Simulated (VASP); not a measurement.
Write the native input for VASP 6.6.1 that does the following.

```
Task                   : single point
Functional             : PBE
Potentials or basis    : VASP PAW PBE potentials, release 64 (C)
Cutoff                 : 520 eV
k mesh                 : 8 × 8 × 6
Occupations            : gaussian, width 0.1 eV
Spin                   : collinear spin, ferromagnetic start
Starting moments       : [1.0, 1.0, 1.0] μB
Dipole correction      : no
Further INCAR settings : ALGO = Normal; EDIFF = 1e-06; NBANDS = 17
```

The structure of C lies in POSCAR:

```
C
1.0
    1.1793609005     -4.0129620890      0.0000000000
    1.1793609005      4.0129620890      0.0000000000
    0.0000000000      0.0000000000      3.4202298744
C
3
Direct
    0.5000000000      0.5000000000      0.7990368634
    0.5000000000      0.5000000000      0.2009631366
    0.0000000000      0.0000000000      0.5000000000
```

The input as run:

INCAR

```
  PREC = Accurate
  ENCUT = 520
  EDIFF = 1E-6
  ISMEAR = 0
  SIGMA = 0.1
  LREAL = F
  LASPH = T
  NELM = 150
  ALGO = Normal
  ISIF = 2
  LWAVE = F
  LCHARG = F
  ISPIN = 2
  MAGMOM = 1 1 1
  LORBIT = 11
  GGA = PE
  NBANDS = 17
```

KPOINTS

```
regular mesh
0
Gamma
  8 8 6
```

Potentials or basis: VASP PAW PBE potentials, release 64 (C).

Launch:

```console
$ cat potpaw_PBE.64/C/POTCAR > POTCAR
$ mpirun -np 1 vasp_std > vasp.out
```

Results of the run:

```yaml
Pressure: 0.3 GPa
Largest_force: 0.027 eV/Å
Band_gap_on_the_k_mesh: zero (filled and empty bands overlap)
Net_moment: 0.00 μB per cell
Valence_electrons_inside_the_program's_atomic_spheres: C 2.50, 2.44
```

It took 2.5 min on 1 thread of Intel(R) Xeon(R) Platinum 8175M CPU @ 2.50GHz (Skylake/Cascade Lake) (shared host), peak memory 0.21 GiB.
